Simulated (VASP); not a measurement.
Runs of VASP 6.6.1 on NaF. The structure is that of space group I4/mmm (No. 139), or close to it. The cells are those of the table. 

| cell | gap on the mesh (eV) | pressure (GPa) |
| --- | --- | --- |
| a = 3.290, b = 3.290, c = 3.121 Å, angles 61.7, 61.7, 56.6°, 2 atoms | 6.38 | 3.7 |
| a = 3.205, b = 3.205, c = 3.286 Å, angles 59.2, 59.2, 61.7°, 2 atoms | 6.38 | 2.5 |
| a = 3.369, b = 3.369, c = 3.450 Å, angles 59.2, 59.2, 61.6°, 2 atoms | (b) | -4.0 |
| a = 3.290, b = 3.290, c = 3.450 Å, angles 58.4, 58.4, 63.2°, 2 atoms | (c) | -1.4 |
| a = 3.329, b = 3.329, c = 3.450 Å, angles 58.8, 58.8, 62.4°, 2 atoms | (a) | -2.9 |

Alike in all rows: task single point; level PBEsol; potentials or basis VASP PAW PBE potentials, release 64 (Na_pv, F); no spin polarisation; k mesh 8 × 8 × 8; cutoff (eV) 520; smearing gaussian 0.05 eV.

**Question.** Fill in the values left out.

**Answer.** (a) 5.76; (b) 5.65; (c) 5.87.

Caveats: the PAW data sets were made with another functional, which shifts forces and pressure a little.

